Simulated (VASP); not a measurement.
# LiY3 (Pm-3m) in VASP: further runs, part 2 of 2

VASP 6.6.1. The steps go on from the part before.

### 4 Relaxation of cell and atoms, PBE, target pressure 4 GPa, at which the enthalpy is minimised

INCAR reads:

```
SYSTEM = LiY3
ALGO = Normal
EDIFF = 1E-6
EDIFFG = -0.01
ENCUT = 600
GGA = PE
IBRION = 2
ISIF = 3
ISMEAR = -1
LASPH = .TRUE.
LCHARG = .FALSE.
LREAL = .FALSE.
LWAVE = .FALSE.
NELM = 80
NSW = 80
PREC = Accurate
PSTRESS = 40.0
SIGMA = 0.1
```

KPOINTS reads:

```
k-points
0
G
  5 5 5
  0 0 0
```

POSCAR reads:

```
LiY3
1.0
    4.9197070000      0.0000000000      0.0000000000
    0.0000000000      4.9197070000      0.0000000000
    0.0000000000      0.0000000000      4.9197070000
Li Y
1 3
Direct
    0.0000000000      0.0000000000      0.0000000000
    0.5000000000      0.5000000000      0.0000000000
    0.5000000000      0.0000000000      0.5000000000
    0.0000000000      0.5000000000      0.5000000000
```

On the command line:

```console
cat potpaw_PBE.64/Li_sv/POTCAR potpaw_PBE.64/Y_sv/POTCAR > POTCAR
mpirun -np 1 vasp_std > vasp.out
```

It took 38 s on 1 thread of Intel Xeon 6975P-C (Granite Rapids), shared host; peak memory 0.26 GiB.

The run converged. Its results:

```yaml
Free_energy: -20.3978 eV
Relaxed_volume: 26.76 Å³/atom
Relaxed_cell: a = 4.748 Å, b = 4.748 Å, c = 4.748 Å, α = 90.00°, β = 90.00°, γ = 90.00°
Space_group_after_relaxing_to_0.05_Å: Pm-3m (No. 221)
Energy_change_on_relaxing_the_enthalpy_is_what_falls: +35.9 meV/atom
Ionic_steps: 2
Pressure_after_relaxing: 4.0 GPa
Band_gap_on_the_k_mesh: zero (band 18 reaches 3.44 eV, above the bottom of band 19 at 2.58 eV)
```

The path:
```tsv
step	energy change (eV)	largest force (eV/Å)	pressure (GPa)	volume (Å³)
1	0.0000	0.0000	0.11	119.07
2	0.1437	0.0000	3.98	107.05
```

Final structure:
```
Li Y
1.0
     4.74815    0.00000    0.00000
     0.00000    4.74815    0.00000
     0.00000    0.00000    4.74815
Li Y
1 3
Direct
  0.00000 0.00000 0.00000
  0.50000 0.50000 0.00000
  0.50000 0.00000 0.50000
  0.00000 0.50000 0.50000
```

Levels at points of the mesh, in eV from the Fermi level:
```
           k point  band 16  band 17  band 18  band 19  band 20  band 21
(0.00, 0.00, 0.00)    -0.82    -0.82    -0.47    -0.47    -0.47     2.27
```

Caveat: the cutoff is under 1.25 times the usual one of these potentials, so pressure, stress and relaxed cells hold a basis-set (Pulay) error; the cell is relaxed towards a set pressure, so the enthalpy falls and the energy may rise.

### 5 Relaxation of cell and atoms, PBE, target pressure 6 GPa, at which the enthalpy is minimised

INCAR reads:

```
SYSTEM = LiY3
  PREC = Accurate
  ENCUT = 600
  EDIFF = 1E-7
  ISMEAR = -1
  SIGMA = 0.1
  LREAL = .False.
  LASPH = .True.
  NELM = 100
  ALGO = Normal
  ISIF = 3
  LWAVE = .False.
  LCHARG = .False.
  GGA = PE
  IBRION = 2
  NSW = 80
  EDIFFG = -0.01
  PSTRESS = 60.0
```

KPOINTS reads:

```
Automatic mesh
0
Gamma
  5 5 5
  0 0 0
```

POSCAR is that of step 4.

Potentials or basis: VASP PAW PBE potentials, release 64 (Li_sv, Y_sv).

On the command line:

```console
cat potpaw_PBE.64/Li_sv/POTCAR potpaw_PBE.64/Y_sv/POTCAR > POTCAR
mpirun -np 1 vasp_std > vasp.out
```

OUTCAR:

```text
SYSTEM = LiY3
   PREC = Accurate
   ENCUT = 600
   EDIFF = 1E-7
   ISMEAR = -1
   LREAL = .False.
   LASPH = .True.
   NELM = 100
   ISIF = 3
   GGA = PE
   IBRION = 2
   NSW = 80
   EDIFFG = -0.01
   PSTRESS = 60.0

 ion  position               nearest neighbor table
   1  0.000  0.000  0.000-   2 3.48   3 3.48   4 3.48   3 3.48   4 3.48   2 3.48   4 3.48   4 3.48
                             2 3.48   3 3.48   3 3.48   2 3.48
   2  0.500  0.500  0.000-   1 3.48   3 3.48   4 3.48   3 3.48   4 3.48   1 3.48   3 3.48   3 3.48
                             1 3.48   4 3.48   4 3.48   1 3.48
   3  0.500  0.000  0.500-   1 3.48   2 3.48   4 3.48   1 3.48   2 3.48   2 3.48   4 3.48   2 3.48
                             1 3.48   4 3.48   1 3.48   4 3.48
   4  0.000  0.500  0.500-   1 3.48   2 3.48   3 3.48   1 3.48   2 3.48   1 3.48   3 3.48   1 3.48
                             2 3.48   3 3.48   2 3.48   3 3.48

  LATTYP: Found a simple cubic cell.
 ALAT       =     4.9197070000

  Lattice vectors:

 A1 = (   4.9197070000,   0.0000000000,   0.0000000000)
 A2 = (   0.0000000000,   4.9197070000,   0.0000000000)
 A3 = (   0.0000000000,   0.0000000000,   4.9197070000)

Analysis of symmetry for initial positions (statically):
=====================================================================
 Subroutine PRICEL returns:
 Original cell was already a primitive cell.

 Routine SETGRP: Setting up the symmetry group for a
 simple cubic supercell.

 Subroutine GETGRP returns: Found 48 space group operations
 (whereof 48 operations were pure point group operations)
 out of a pool of 48 trial point group operations.

[... 136 lines left out ...]
  energy-cutoff  :      600.00
  volume of cell :      119.07
 maximum number of plane-waves:      4000
 NGX is ok and might be reduce to    40
   NGX = 19   NGY = 19   NGZ = 19

--------------------------------------- Ionic step        1  -------------------------------------------

 number of electron      36.0000000 magnetization

 Free energy of the ion-electron system (eV)
  ---------------------------------------------------
  ext. energy  EPLUGINS =         0.00000000
  ---------------------------------------------------
  free energy    TOTEN  =       -20.54151012 eV

  energy without entropy =      -20.30669544  energy(sigma->0) =      -20.42410278

 E-fermi :   2.5723     XC(G=0):  -9.0124

 val. band max:        2.5676244047   @ k =   0.4000   0.0000   0.0000
 cond. band min:       2.6078039573   @ k =   0.4000   0.4000   0.2000
 fundamental gap:      0.0401795526
 Fermi energy:         2.5723416686

 k-point     1 :       0.0000    0.0000    0.0000
  band No.  band energies     occupation
      1     -42.9811      2.00000
      2     -40.2503      2.00000
      3     -40.1577      2.00000
      4     -40.1577      2.00000
      5     -20.4464      2.00000
      6     -20.4464      2.00000
[... 318 lines left out ...]
--------------------------------------- Ionic step        3  -------------------------------------------

 number of electron      36.0000005 magnetization

 Free energy of the ion-electron system (eV)
  ---------------------------------------------------
  ext. energy  EPLUGINS =         0.00000000
  ---------------------------------------------------
  free energy    TOTEN  =       -20.25268547 eV

  energy without entropy =      -20.06402086  energy(sigma->0) =      -20.15835316

 E-fermi :   3.2641     XC(G=0):  -9.5783

 val. band max:        3.2160877572   @ k =   0.4000   0.0000   0.0000
 cond. band min:       3.2776631389   @ k =   0.4000   0.2000   0.2000
 fundamental gap:      0.0615753817
 Fermi energy:         3.2641010387

 k-point     1 :       0.0000    0.0000    0.0000
  band No.  band energies     occupation
      1     -41.9724      2.00000
      2     -39.2118      2.00000
      3     -39.0391      2.00000
      4     -39.0391      2.00000
      5     -19.5679      2.00000
      6     -19.5679      2.00000
[... 274 lines left out ...]
  energy  without entropy=      -20.0640208555  energy(sigma->0) =      -20.15835316

  enthalpy is  TOTEN    =       -16.4186144012 eV   P V=        3.8340710654

 reached required accuracy - stopping structural energy minimisation
```

OSZICAR:

```text
N       E                     dE             d eps       ncg     rms          rms(c)
DAV:   1     0.207224021702E+03    0.20722E+03   -0.18916E+04   440   0.172E+03
DAV:   2     0.513975551107E+00   -0.20671E+03   -0.20371E+03   494   0.385E+02
DAV:   3    -0.202485853746E+02   -0.20763E+02   -0.20474E+02   850   0.660E+01
[... 40 lines left out ...]
DAV:   8    -0.202526854186E+02    0.28084E-06   -0.17738E-05   678   0.156E-02    0.290E-03
DAV:   9    -0.202526856039E+02   -0.18529E-06   -0.13240E-06   666   0.548E-03    0.222E-03
DAV:  10    -0.202526852591E+02    0.34487E-06   -0.21449E-07   438   0.191E-03    0.117E-03
DAV:  11    -0.202526854092E+02   -0.15009E-06   -0.41203E-08   256   0.147E-03    0.386E-04
DAV:  12    -0.202526854666E+02   -0.57448E-07   -0.15969E-08   256   0.843E-04
   3 F= -.16418614E+02 E0= -.16324282E+02  d E =-.336319E+00
```

CONTCAR:

```text
LiY3
   1.00000000000000
     4.6781394496925994    0.0000000000000000    0.0000000000000000
     0.0000000000000000    4.6781394496925994    0.0000000000000000
    -0.0000000000000000   -0.0000000000000000    4.6781394496925994
  Li              Y
     1     3
Direct
     0.0000000000000000    0.0000000000000000    0.0000000000000000
     0.5000000000000000    0.5000000000000000    0.0000000000000000
     0.5000000000000000    0.0000000000000000    0.5000000000000000
     0.0000000000000000    0.5000000000000000    0.5000000000000000

  0.00000000E+00  0.00000000E+00  0.00000000E+00
  0.00000000E+00  0.00000000E+00  0.00000000E+00
  0.00000000E+00  0.00000000E+00  0.00000000E+00
  0.00000000E+00  0.00000000E+00  0.00000000E+00
```

It took 66 s on 1 thread of Intel Xeon 6975P-C (Granite Rapids), shared host; peak memory 0.26 GiB.

Results:

```
Free energy                                            : -20.2527 eV
Relaxed volume                                         : 25.60 Å³/atom
Relaxed cell                                           : a = 4.678 Å, b = 4.678 Å, c = 4.678 Å, α = 90.00°, β = 90.00°, γ = 90.00°
Space group after relaxing (to 0.05 Å)                 : Pm-3m (No. 221)
Energy change on relaxing (the enthalpy is what falls) : +72.2 meV/atom
Ionic steps                                            : 3
Pressure after relaxing                                : 6.0 GPa
Band gap on the k mesh                                 : zero (band 18 reaches 3.70 eV, above the bottom of band 19 at 2.74 eV)
```

Step by step:
```csv
step,energy change (eV),largest force (eV/Å),pressure (GPa),volume (Å³)
1,0.0000,0.0000,0.11,119.07
2,0.3358,0.0000,6.59,101.19
3,0.2888,0.0000,6.02,102.38
```

Final structure:
```
Li Y
1.0
     4.67814    0.00000    0.00000
     0.00000    4.67814    0.00000
     0.00000    0.00000    4.67814
Li Y
1 3
Direct
  0.00000 0.00000 0.00000
  0.50000 0.50000 0.00000
  0.50000 0.00000 0.50000
  0.00000 0.50000 0.50000
```

Levels at points of the mesh, in eV from the Fermi level:
| k point | band 14 | band 15 | band 16 | band 17 | band 18 | band 19 | band 20 | band 21 | band 22 |
| --- | --- | --- | --- | --- | --- | --- | --- | --- | --- |
| (0.00, 0.00, 0.00) | -4.67 | -2.39 | -0.87 | -0.87 | -0.53 | -0.53 | -0.53 | 2.43 | 2.43 |

Caveat: the cutoff is under 1.25 times the usual one of these potentials, so pressure, stress and relaxed cells hold a basis-set (Pulay) error; the cell is relaxed towards a set pressure, so the enthalpy falls and the energy may rise.

### 6 Relaxation of cell and atoms, PBE, target pressure 8 GPa, at which the enthalpy is minimised

INCAR reads:

```
PREC = Accurate
ENCUT = 600
EDIFF = 1E-7
ISMEAR = -1
SIGMA = 0.1
LREAL = F
LASPH = T
NELM = 60
ALGO = Normal
ISIF = 3
LWAVE = F
LCHARG = F
GGA = PE
IBRION = 2
NSW = 80
EDIFFG = -0.01
PSTRESS = 80.0
```

KPOINTS reads:

```
regular mesh
0
Gamma
  5 5 5
```

POSCAR is that of step 5.

Potentials or basis: VASP PAW PBE potentials, release 64 (Li_sv, Y_sv).

On the command line:

```console
cat potpaw_PBE.64/Li_sv/POTCAR potpaw_PBE.64/Y_sv/POTCAR > POTCAR
mpirun -np 1 vasp_std > vasp.out
```

Run time: 58 s. Hardware: 1 thread of Intel Xeon 6975P-C (Granite Rapids), shared host; peak memory 0.26 GiB.

It converged, with:

```
Free energy                                            : -20.0791 eV
Relaxed volume                                         : 24.60 Å³/atom
Relaxed cell                                           : a = 4.617 Å, b = 4.617 Å, c = 4.617 Å, α = 90.00°, β = 90.00°, γ = 90.00°
Space group after relaxing (to 0.05 Å)                 : Pm-3m (No. 221)
Energy change on relaxing (the enthalpy is what falls) : +115.6 meV/atom
Ionic steps                                            : 3
Pressure after relaxing                                : 8.0 GPa
Band gap on the k mesh                                 : zero (band 18 reaches 3.93 eV, above the bottom of band 19 at 2.87 eV)
```

Step by step:
```csv
step,energy change (eV),largest force (eV/Å),pressure (GPa),volume (Å³)
1,0.0000,0.0000,0.11,119.07
2,0.6209,0.0000,9.71,95.55
3,0.4625,0.0000,8.04,98.41
```

Final structure:
```
Li Y
1.0
     4.61691    0.00000    0.00000
     0.00000    4.61691    0.00000
     0.00000    0.00000    4.61691
Li Y
1 3
Cartesian
  0.0000 0.0000 0.0000
  2.3085 2.3085 0.0000
  2.3085 0.0000 2.3085
  0.0000 2.3085 2.3085
```

Levels at points of the mesh, in eV from the Fermi level:
```csv
k point,band 15,band 16,band 17,band 18,band 19,band 20,band 21,band 22
"(0.00, 0.00, 0.00)",-2.51,-0.92,-0.92,-0.58,-0.58,-0.58,2.57,2.57
```

Caveat: the cutoff is under 1.25 times the usual one of these potentials, so pressure, stress and relaxed cells hold a basis-set (Pulay) error; the cell is relaxed towards a set pressure, so the enthalpy falls and the energy may rise; the volume moved by over 15 % at a fixed basis, so the end points are rough.

### 7 Overview

```csv
cell,gap on the mesh (eV),pressure (GPa)
relaxed,none,0.0
relaxed to 2 GPa,none,2.0
relaxed to 4 GPa,none,4.0
relaxed to 6 GPa,none,6.0
relaxed to 8 GPa,none,8.0
```

Alike in all rows: task relaxation of cell and atoms; level PBE; potentials or basis VASP PAW PBE potentials, release 64 (Li_sv, Y_sv); no spin polarisation; k mesh 5 × 5 × 5; cutoff (eV) 600; smearing fermi-dirac 0.1 eV.

Caveats: the cutoff is under 1.25 times the usual one of these potentials, so pressure, stress and relaxed cells hold a basis-set (Pulay) error; the cell is relaxed towards a set pressure, so the enthalpy falls and the energy may rise (some runs); the volume moved by over 15 % at a fixed basis, so the end points are rough (some runs).

Total energies depend on the potentials used, so only differences within one code and one set of settings carry meaning.
